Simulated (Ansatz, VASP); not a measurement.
HC4: VASP beside Ansatz

```xyz
10
Lattice="4.9313 0.0000 0.0000 -2.4657 4.2706 0.0000 0.0000 0.0000 18.0000" Properties=species:S:1:pos:R:3 pbc="T T T"
C     1.2328    0.7118    4.0000
C     0.0000    2.8471    4.0000
C     3.6985    0.7118    4.0000
C     2.4657    2.8471    4.0000
C     0.0000    1.4235    4.0000
C    -1.2328    3.5589    4.0000
C     2.4657    1.4235    4.0000
C     1.2328    3.5589    4.0000
H    -0.0922    0.7118    5.0900
H     2.5578    0.7118    5.0900
```

Alike in both runs: task single point; functional PBE; dispersion D3(BJ); k mesh 6 × 6 × 1; occupations gaussian, width 0.1 eV; no spin polarisation.

|  | VASP | Ansatz |
| --- | --- | --- |
| version | VASP 6.6.1 | Ansatz 0.2.0 |
| potentials or method | VASP PAW PBE potentials, release 64 (C, H), cutoff 520 eV | scalar-relativistic, plane waves, PAW |
| valence electrons in the cell | 34 | 34 |

|  | VASP | Ansatz | Ansatz less VASP |
| --- | --- | --- | --- |
| gap on the k mesh at the Fermi level (eV) | none | none | - |
| rms of the force components (eV/Å) | 0.965 | 0.967 | +0.0020 |

Atom by atom the forces differ by 0.006 eV/Å (rms over components). A gap of «none» marks a metal or a gap that the smearing closes.
